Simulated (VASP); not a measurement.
Input of a VASP 6.6.1 run:

Contents of POSCAR:

```
Cu
1.0
    0.0000000000      1.7883311166      1.7883311166
    1.7883311166      0.0000000000      1.7883311166
    1.7883311166      1.7883311166      0.0000000000
Cu
1
Direct
    0.0000000000      0.0000000000      0.0000000000
```

The input INCAR.step1:

```
SYSTEM = Cu
PREC = Accurate
ENCUT = 520
ISMEAR = 0
SIGMA = 0.1
LREAL = .FALSE.
LASPH = .TRUE.
NELM = 80
NBANDS = 12
GGA = PE
ALGO = Normal
EDIFF = 1E-4
LWAVE = .TRUE.
LCHARG = .FALSE.
```

Contents of INCAR.step2:

```
SYSTEM = Cu
PREC = Accurate
ENCUT = 520
EDIFF = 1E-6
ISMEAR = 0
SIGMA = 0.1
LREAL = .FALSE.
LASPH = .TRUE.
NELM = 80
ALGO = Normal
ISIF = 2
LWAVE = .FALSE.
LCHARG = .FALSE.
METAGGA = R2SCAN
LMIXTAU = .TRUE.
NBANDS = 12
ISTART = 1
```

KPOINTS

```
Automatic mesh
0
G
  20 20 20
  0 0 0
```

Potentials or basis: VASP PAW PBE potentials, release 64 (Cu).

Command:

```console
$ cat potpaw_PBE.64/Cu/POTCAR > POTCAR
$ cp INCAR.step1 INCAR
$ mpirun -np 1 vasp_std > vasp.out
$ cp INCAR.step2 INCAR
$ mpirun -np 1 vasp_std > vasp.out
```

Q: What does it give for the pressure?

A: 0.5 GPa.

Caveat: the PAW data sets were made with another functional, which shifts forces and pressure a little.
